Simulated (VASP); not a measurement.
Write the native input for VASP 6.6.1 that does the following.

| Property | Result |
| --- | --- |
| Task | single point |
| Functional | LDA |
| Potentials or basis | VASP PAW LDA potentials, release 64 (C_h) |
| Cutoff | 910 eV |
| k mesh | 10 × 10 × 3 |
| Occupations | gaussian, width 0.05 eV |
| Spin | no spin polarisation |
| Dipole correction | no |
| Further INCAR settings | ALGO = Normal; EDIFF = 1e-06; NBANDS = 31 |

The structure of C lies in POSCAR:

```
C
1.0
   -2.4912907516      0.0000000000      0.0000000000
   -1.2456453758     -2.1575210791      0.0000000000
   -1.2457699403     -0.7192456104     10.2538776052
C
10
Direct
   -0.5579810244     -0.5579810244      0.8741556576
    0.4916610444      0.4916610444      0.7252443424
    0.0248334907      0.0248334907      0.1257869493
    0.5755465293      0.5755465293      0.4736130507
   -0.0248414897     -0.0248414897      0.2747969895
    0.6252215097      0.6252215097      0.3246030105
   -0.2413620533     -0.2413620533      0.9242937306
    0.1750420733      0.1750420733      0.6751062694
    0.3748756089      0.3748756089      0.0756656066
    0.2255044111      0.2255044111      0.5237343934
```

The input as run:

INCAR

```
SYSTEM = C
PREC = Accurate ; ENCUT = 910
EDIFF = 1E-6 ; ISMEAR = 0
SIGMA = 0.05 ; LREAL = .False.
LASPH = .True. ; NELM = 120
ALGO = Normal ; ISIF = 2
LWAVE = .False. ; LCHARG = .True.
LELF = .True. ; LVHAR = .True.
NBANDS = 31 ; GGA_COMPAT = .False.
```

KPOINTS

```
Automatic mesh
0
Gamma
  10 10 3
  0 0 0
```

Potentials or basis: VASP PAW LDA potentials, release 64 (C_h).

Run with:

```bash
$ cat potpaw_LDA.64/C_h/POTCAR > POTCAR
$ mpirun -np 1 vasp_std > vasp.out
```

Results of the run:

```json
{
 "Pressure": "5.1 GPa",
 "Largest force": "4.116 eV/Å",
 "Band gap on the k mesh": "zero (bands 20 and 21 overlap by 0.37 eV)"
}
```

Caveat: the cutoff is under 1.25 times the usual one of these potentials, so pressure, stress and relaxed cells hold a basis-set (Pulay) error; the cell stands under pressure; forces of over 1 eV/Å act on the atoms, so gaps and moduli don't describe the material at rest.

Wall time 8.3 min on 1 thread of Intel(R) Xeon(R) Platinum 8259CL CPU @ 2.50GHz (Skylake/Cascade Lake), on a shared host, peak memory 0.35 GiB.
